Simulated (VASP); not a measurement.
TiC (rocksalt type): single point with r2SCAN

Crystal: TiC (rocksalt type).

```
Ti C
1.0
     0.00000    2.16391    2.16391
     2.16391    0.00000    2.16391
     2.16391    2.16391    0.00000
Ti C
1 1
Cartesian
  0.0000 0.0000 0.0000
  2.1639 2.1639 2.1639
```

```
Program             : VASP 6.6.1
Task                : single point
Functional          : r2SCAN
Potentials or basis : VASP PAW PBE potentials, release 64 (Ti_sv, C)
Cutoff              : 520 eV
k mesh              : 15 × 15 × 15
Occupations         : fermi-dirac, width 0.1 eV
Spin                : no spin polarisation
```

```
Pressure               : 1.0 GPa
Band gap on the k mesh : zero (band 8 reaches 10.38 eV, above the bottom of band 9 at 9.05 eV)
```

Levels at points of the mesh, in eV from the Fermi level:
```csv
k point,band 4,band 5,band 6,band 7,band 8,band 9,band 10,band 11,band 12,band 13
"(0.00, 0.00, 0.00)",-33.94,-13.21,0.87,0.87,0.87,1.68,1.68,1.68,1.73,1.73
```

It took 5.5 min on 1 thread of AMD EPYC 7R13 (shared host), peak memory 0.14 GiB.

Caveat: the PAW data sets were made with another functional, which shifts forces and pressure a little.
